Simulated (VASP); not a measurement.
A run of VASP 6.6.1 is set up as follows.

The input INCAR:

```
  PREC = Accurate
  ENCUT = 520
  EDIFF = 1E-7
  ISMEAR = 0
  SIGMA = 0.02
  LREAL = Auto
  LASPH = True
  NELM = 80
  ALGO = Normal
  ISIF = 2
  LWAVE = False
  LCHARG = False
  GGA = PE
  NBANDS = 48
```

Contents of KPOINTS:

```
Automatic mesh
0
Gamma
  2 2 2
```

The input POSCAR:

```
Si
1.0
    0.0000000000      5.4300000000      5.4300000000
    5.4300000000      0.0000000000      5.4300000000
    5.4300000000      5.4300000000      0.0000000000
Si
17
Direct
   -0.0001428995      0.0003097094      0.0001603064
    0.1239099615      0.1251589341      0.1248324271
    0.0029526075      0.0033475726      0.4971551944
    0.1244892637      0.1251121429      0.6264437512
    0.0028158766      0.4974335109      0.0031069406
    0.1245017962      0.6265641821      0.1248865044
    0.0028595256      0.4973698674      0.4972002639
    0.1314416220      0.6231734115      0.6229297387
    0.4963326335      0.0038345389      0.0037364915
    0.6262138512      0.1252388901      0.1249981456
    0.4969663226      0.0032096714      0.4973317221
    0.6226991875      0.1315587143      0.6235006906
    0.4969763066      0.4975141781      0.0030548740
    0.6225801825      0.6236183252      0.1315682325
    0.5000458398      0.5001388987      0.5001629165
    0.6228327722      0.6231349047      0.6229861189
    0.7499281404      0.7504009677      0.7502918617
```

Potentials or basis: VASP PAW PBE potentials, release 64 (Si).

Run with:

```bash
$ cat potpaw_PBE.64/Si/POTCAR > POTCAR
$ mpirun -np 1 vasp_std > vasp.out
```

What does it give for the band gap on the k mesh?

Zero (bands 34 and 35 overlap by 0.25 eV).

Estimate the pressure.

5.3 GPa.

Predict the largest force.

0.022 eV/Å.

Forces in eV/Å, atoms in the order of the input:
```
Si  -0.004 -0.001 -0.002
Si  -0.009  0.011  0.006
Si   0.014  0.004 -0.006
Si  -0.013  0.004 -0.014
Si   0.015 -0.004  0.007
Si  -0.008 -0.012  0.003
Si   0.009  0.002  0.006
Si   0.001 -0.001 -0.001
Si  -0.015  0.003  0.006
Si  -0.018 -0.006 -0.011
Si   0.013  0.005  0.003
Si   0.004 -0.006  0.004
Si   0.014  0.000  0.006
Si   0.003  0.003 -0.004
Si  -0.001 -0.002 -0.001
Si   0.002  0.001  0.001
Si  -0.008 -0.001 -0.003
```

Caveat: the k points lie up to 0.50 Å⁻¹ apart.
